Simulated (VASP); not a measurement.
# Ge5As (R-3m) in VASP: relaxation of cell and atoms with PBE

Aim: the relaxation of cell and atoms of Ge5As with PBE.

Everything below comes from runs of VASP 6.6.1. Logs are shortened: lines on timing, memory, paths and dates and some standing lists are left out, and cuts for length are marked.

## Step 1: The cell of the first run

Symmetry: R-3m, No. 166, trigonal system. The conventional cell has a = 6.448 Å, b = 6.448 Å, c = 11.614 Å, α = 90.00°, β = 90.00°, γ = 120.00°. Ge (site symmetry 3m) has 3 Ge at 1.87 Å and 1 As at 2.10 Å within 2.5 Å. Within 2.5 Å of Ge (site symmetry 2/m) lie 2 Ge at 1.87 Å. As (site symmetry -3m) has 8 Ge at 2.10 to 2.69 Å within 2.8 Å.

The cell was generated, and may not be a known phase.

## Step 2: Relaxation of cell and atoms, PBE

Contents of INCAR:

```
SYSTEM = Ge5As
ALGO = Normal ; EDIFF = 1E-7
EDIFFG = -0.04 ; ENCUT = 550
GGA = PE ; GGA_COMPAT = .False.
IBRION = 2 ; ISIF = 3
ISMEAR = 0 ; LASPH = .True.
LCHARG = .False. ; LREAL = .False.
LWAVE = .False. ; NELM = 120
NELMIN = 4 ; NSW = 90
PREC = Accurate ; SIGMA = 0.1
```

Contents of KPOINTS:

```
k-points
0
Gamma
  3 3 3
  0 0 0
```

Contents of POSCAR:

```
Ge5As
1.0
    3.2238599400      1.8612964000      3.8712807000
   -3.2238599400      1.8612964000      3.8712807000
    0.0000000000     -3.7225928000      3.8712807000
Ge As
5 1
Direct
    0.1810759000      0.1810759000      0.1810759000
    0.8189241000      0.8189241000      0.8189241000
    0.0000000000      0.0000000000      0.5000000000
    0.5000000000      0.0000000000      0.0000000000
    0.0000000000      0.5000000000      0.0000000000
    0.0000000000      0.0000000000      0.0000000000
```

Potentials or basis: VASP PAW PBE potentials, release 64 (Ge_d, As_d).

Command:

```
$ cat potpaw_PBE.64/Ge_d/POTCAR potpaw_PBE.64/As_d/POTCAR > POTCAR
$ mpirun -np 1 vasp_std > vasp.out
```

OUTCAR:

```text
SYSTEM = Ge5As
   EDIFF = 1E-7
   EDIFFG = -0.04
   ENCUT = 550
   GGA = PE
   IBRION = 2
   ISIF = 3
   ISMEAR = 0
   LASPH = .True.
   LREAL = .False.
   NELM = 120
   NELMIN = 4
   NSW = 90
   PREC = Accurate

 ion  position               nearest neighbor table
   1  0.181  0.181  0.181-   3 1.87   4 1.87   5 1.87   6 2.10
   2  0.819  0.819  0.819-   3 1.87   4 1.87   5 1.87   6 2.10
   3  0.000  0.000  0.500-   1 1.87   2 1.87   6 2.69   6 2.69
   4  0.500  0.000  0.000-   1 1.87   2 1.87   6 2.69   6 2.69
   5  0.000  0.500  0.000-   1 1.87   2 1.87   6 2.69   6 2.69
   6  0.000  0.000  0.000-   1 2.10   2 2.10   3 2.69   3 2.69   5 2.69   4 2.69   5 2.69   4 2.69

  LATTYP: Found a trigonal (rhomboedric) cell.
 ALAT       =     5.3707086553
 COS(alpha) =     0.2793587142

  Lattice vectors:

 A1 = (   3.2238599400,   1.8612964000,   3.8712807000)
 A2 = (  -3.2238599400,   1.8612964000,   3.8712807000)
 A3 = (   0.0000000000,  -3.7225928000,   3.8712807000)

Analysis of symmetry for initial positions (statically):
=====================================================================
 Subroutine PRICEL returns:
 Original cell was already a primitive cell.

 Routine SETGRP: Setting up the symmetry group for a
 trigonal (rhombohedral) supercell.

 Subroutine GETGRP returns: Found 12 space group operations
 (whereof 12 operations were pure point group operations)
 out of a pool of 12 trial point group operations.

The static configuration has the point symmetry D_3d.

Analysis of symmetry for dynamics (positions and initial velocities):
=====================================================================
 Subroutine PRICEL returns:
 Original cell was already a primitive cell.

 Routine SETGRP: Setting up the symmetry group for a
 trigonal (rhombohedral) supercell.

 Subroutine GETGRP returns: Found 12 space group operations
 (whereof 12 operations were pure point group operations)
 out of a pool of 12 trial point group operations.

The dynamic configuration has the point symmetry D_3d.

 Subroutine INISYM returns: Found 12 space group operations
 (whereof 12 operations are pure point group operations),
 and found     1 'primitive' translations

----------------------------------------------------------------------------------------

                                     Primitive cell

  volume of cell :     139.3791

  direct lattice vectors                    reciprocal lattice vectors
     3.223859940  1.861296400  3.871280700     0.155093586  0.089543324  0.086104150
    -3.223859940  1.861296400  3.871280700    -0.155093586  0.089543324  0.086104150
     0.000000000 -3.722592800  3.871280700     0.000000000 -0.179086648  0.086104150

  length of vectors
     5.370708655  5.370708655  5.370708651     0.198710724  0.198710724  0.198710725

  position of ions in fractional coordinates (direct lattice)
     0.181075900  0.181075900  0.181075900
     0.818924100  0.818924100  0.818924100
     0.000000000  0.000000000  0.500000000
     0.500000000  1.000000000  0.000000000
     1.000000000  0.500000000  0.000000000
     0.000000000  0.000000000  0.000000000

  ion indices of the primitive-cell ions
   primitive index   ion index
                 1           1
                 2           2
                 3           3
                 4           4
                 5           5
                 6           6

----------------------------------------------------------------------------------------

 KPOINTS: k-points

Automatic generation of k-mesh.
 Grid dimensions read from file:
 generate k-points for:    3    3    3

 Generating k-lattice:

  Cartesian coordinates                     Fractional coordinates (reciprocal lattice)
     0.051697862  0.029847775  0.028701383     0.333333333 -0.000000000  0.000000000
    -0.051697862  0.029847775  0.028701383    -0.000000000  0.333333333  0.000000000
     0.000000000 -0.059695549  0.028701383     0.000000000  0.000000000  0.333333333

  Length of vectors
     0.066236908  0.066236908  0.066236908

  Shift w.r.t. Gamma in fractional coordinates (k-lattice)
     0.000000000  0.000000000  0.000000000

 Subroutine IBZKPT returns following result:
 ===========================================

 Found      6 irreducible k-points:

 Following reciprocal coordinates:
            Coordinates               Weight
  0.000000  0.000000  0.000000      1.000000
  0.333333 -0.000000  0.000000      6.000000
  0.333333  0.333333  0.000000      6.000000
 -0.333333  0.333333  0.000000      6.000000
  0.333333  0.333333  0.333333      2.000000
 -0.333333  0.333333  0.333333      6.000000
   k-points           NKPTS =      6   k-points in BZ     NKDIM =      6   number of bands    NBANDS=     51
   number of dos      NEDOS =    301   number of ions     NIONS =      6
   total plane-waves  NPLWV =  74088
   dimension x,y,z NGX =    42 NGY =   42 NGZ =   42
   dimension x,y,z NGXF=    84 NGYF=   84 NGZF=   84
   ions per type =               5   1
   NGX,Y,Z   is equivalent  to a cutoff of  13.00, 13.00, 13.00 a.u.
   NGXF,Y,Z  is equivalent  to a cutoff of  26.00, 26.00, 26.00 a.u.
 SYSTEM =  Ge5As
   PREC   = accura    normal or accurate (medium, high low for compatibility)
   ISTART =      0    job   : 0-new  1-cont  2-samecut
   ICHARG =      2    charge: 1-file 2-atom 10-const
   ISPIN  =      1    spin polarized calculation?
   LNONCOLLINEAR =      F non collinear calculations
   LSORBIT =      F    spin-orbit coupling
   LASPH  =      T    aspherical Exc in radial PAW
   ENCUT  =  550.0 eV  40.42 Ry    6.36 a.u.  10.27 10.27 10.27*2*pi/ulx,y,z
   NELM   =    120;   NELMIN=  4; NELMDL= -5     # of ELM steps
   EDIFF  = 0.1E-06   stopping-criterion for ELM
   LREAL  =      F    real-space projection
   EDIFFG = -.4E-01   stopping-criterion for IOM
   NSW    =     90    number of steps for IOM
   IBRION =      2    ionic relax: 0-MD 1-quasi-New 2-CG
   NFREE  =      1    steps in history (QN), initial steepest desc. (CG)
   ISIF   =      3    stress and relaxation
   ISYM   =      2    0-nonsym 1-usesym 2-fastsym
   POTIM  = 0.5000    time-step for ionic-motion
   TEBEG  =    0.0;   TEEND  =   0.0 temperature during run
   PSTRESS=    0.0 pullay stress
   NELECT =      85.0000    total number of electrons
   NUPDOWN=      -1.0000    fix difference up-down
   EMIN   =  10.00;   EMAX   =-10.00  energy-range for DOS
   EFERMI =   0.00;   METHOD = LEGACY
   ISMEAR =     0;   SIGMA  =   0.10  broadening in eV -4-tet -1-fermi 0-gaus
   EFERMI_NEDOS =   21; number of points for ismear=-14 and -15
   IALGO  =     38    algorithm
   IMIX   =      4    mixing-type and parameters
     AMIX     =   0.40;   BMIX     =  1.00
     AMIX_MAG =   1.60;   BMIX_MAG =  1.00
  volume/ion in A,a.u.               =      23.23       156.76
  Fermi-wavevector in a.u.,A,eV,Ry     =   1.388296  2.623498 26.223387  1.927365
  Thomas-Fermi vector in A             =   2.512435
   LORBIT       =      0    0 simple, 1 ext, 2 COOP (PROOUT), +10 PAW based schemes
   GGA     = PE    functional components
   LHFCALC =     F    Hartree Fock is set to
   AEXX    =    0.0000 exact exchange contribution
   IVDW    =     0    specifies the selected vdW correction
   LEPSILON=     F    determine dielectric tensor
   LRPA    =     F    only Hartree local field effects (RPA)
 conjugate gradient relaxation of ions
 non-spin polarized calculation
 Gauss-broadening in eV      SIGMA  =   0.10
  energy-cutoff  :      550.00
  volume of cell :      139.38
 maximum number of plane-waves:      4091
 NGX is ok and might be reduce to    42
   NGX = 21   NGY = 21   NGZ = 21

--------------------------------------- Ionic step        1  -------------------------------------------

 number of electron      84.9999955 magnetization

 Free energy of the ion-electron system (eV)
  ---------------------------------------------------
  ext. energy  EPLUGINS =         0.00000000
  ---------------------------------------------------
  free energy    TOTEN  =        -0.71966267 eV

  energy without entropy =       -0.69157999  energy(sigma->0) =       -0.70562133

------------------------ aborting loop because EDIFF is reached ----------------------------------------

  FORCE on cell =-STRESS in cart. coord.  units (eV):
  Direction    XX          YY          ZZ          XY          YZ          ZX
  --------------------------------------------------------------------------------------
  -------------------------------------------------------------------------------------
  Total       86.8629631     86.8629627     35.1037998      0.0000000     -0.0000000      0.0000000
  in kB      998.4989362    998.4989317    403.5218871      0.0000000     -0.0000000      0.0000000
  external PRESSURE =     800.1732517 kB  Pullay stress =       0.0000000 kB
[... 101 lines left out ...]
  FREE ENERGIE OF THE ION-ELECTRON SYSTEM (eV)
  ---------------------------------------------------
  free  energy   TOTEN  =       -20.9535933123 eV

  energy  without entropy=      -20.9133690412  energy(sigma->0) =      -20.93348118

 E-fermi :  -0.1418     XC(G=0):  -6.5042

 val. band max:       -0.1440653788   @ k =  -0.3333   0.3333   0.3333
 cond. band min:      -0.0901360423   @ k =   0.3333   0.3333   0.0000
 fundamental gap:      0.0539293365
 Fermi energy:        -0.1418312032

 k-point     1 :       0.0000    0.0000    0.0000
  band No.  band energies     occupation
      1     -35.8368      2.00000
      2     -35.8184      2.00000
      3     -35.8184      2.00000
      4     -35.7834      2.00000
      5     -35.7834      2.00000
      6     -24.9502      2.00000
[... 313 lines left out ...]
     50       2.9733      0.00000
     51       3.6059      0.00000

 E-fermi :   5.7238     XC(G=0): -10.6883

 val. band max:        5.7220448286   @ k =  -0.3333   0.3333   0.3333
 cond. band min:       5.7255217695   @ k =   0.3333   0.3333   0.3333
 fundamental gap:      0.0034769409
 Fermi energy:         5.7238366755

 k-point     1 :       0.0000    0.0000    0.0000
  band No.  band energies     occupation
      1     -31.5027      2.00000
      2     -31.3240      2.00000
      3     -31.3240      2.00000
      4     -31.2069      2.00000
      5     -31.2069      2.00000
      6     -21.0809      2.00000
[... 313 lines left out ...]
     50      10.4810      0.00000
     51      10.6708      0.00000

[... ionic steps 4 to 38 ...]

--------------------------------------- Ionic step       39  -------------------------------------------

 number of electron      84.9999976 magnetization

------------------------ aborting loop because EDIFF is reached ----------------------------------------
[... 75 lines left out ...]
--------------------------------------- Ionic step       41  -------------------------------------------

 number of electron      84.9999975 magnetization

 Free energy of the ion-electron system (eV)
  ---------------------------------------------------
  ext. energy  EPLUGINS =         0.00000000
  ---------------------------------------------------
  free energy    TOTEN  =       -24.37417017 eV

  energy without entropy =      -24.36778370  energy(sigma->0) =      -24.37097694

 E-fermi :   4.1212     XC(G=0):  -9.7637

 val. band max:        3.9947105653   @ k =   0.0000   0.0000   0.0000
 cond. band min:       4.2379702763   @ k =   0.3333  -0.0000   0.0000
 fundamental gap:      0.2432597109
 Fermi energy:         4.1211851329

 k-point     1 :       0.0000    0.0000    0.0000
  band No.  band energies     occupation
      1     -31.9999      2.00000
      2     -31.9872      2.00000
      3     -31.9872      2.00000
      4     -31.9413      2.00000
      5     -31.9413      2.00000
      6     -21.0299      2.00000
[... 346 lines left out ...]
  FREE ENERGIE OF THE ION-ELECTRON SYSTEM (eV)
  ---------------------------------------------------
  free  energy   TOTEN  =       -24.3741701731 eV

  energy  without entropy=      -24.3677837014  energy(sigma->0) =      -24.37097694

 reached required accuracy - stopping structural energy minimisation
```

It took 35 min on 1 thread of Intel Xeon Platinum 8488C (Sapphire Rapids), shared host; peak memory 0.29 GiB.

What came out:

```yaml
Free_energy: -24.3742 eV
Relaxed_volume: 24.61 Å³/atom
Relaxed_cell: a = 5.336 Å, b = 5.336 Å, c = 5.336 Å, α = 97.51°, β = 97.51°, γ = 97.51°
Space_group_after_relaxing_to_0.1_Å: R-3m (No. 166)
Pressure_after_relaxing: 0.2 GPa
Largest_force_after_relaxing: 0.037 eV/Å
Band_gap_on_the_k_mesh: zero (an odd number of electrons rules out a gap without spin polarisation)
```

Forces on the atoms (eV/Å):
```
Ge   0.000  0.000  0.037
Ge   0.000  0.000 -0.037
Ge   0.000  0.000  0.000
Ge   0.000  0.000  0.000
Ge   0.000  0.000  0.000
As   0.000  0.000  0.000
```

Final structure:
```yaml
crystal:
  lattice:
    - [4.01237, 2.31654, 2.64772]
    - [-4.01237, 2.31654, 2.64772]
    - [0.00000, -4.63308, 2.64772]
  atoms:
    - { symbol: Ge, position: [0.33940, 0.33940, 0.33940] }
    - { symbol: Ge, position: [0.66060, 0.66060, 0.66060] }
    - { symbol: Ge, position: [0.00000, 0.00000, 0.50000] }
    - { symbol: Ge, position: [0.50000, 0.00000, 0.00000] }
    - { symbol: Ge, position: [0.00000, 0.50000, 0.00000] }
    - { symbol: As, position: [0.00000, 0.00000, 0.00000] }
```

Caveat: the k points lie up to 0.40 Å⁻¹ apart in the final cell, too coarse for converged energies and pressures of a metal; an odd number of electrons without spin polarisation forces a metal; a magnetic or distorted state may lie lower.

The gap in the log of VASP goes by the Fermi energy; the results here count the filled bands.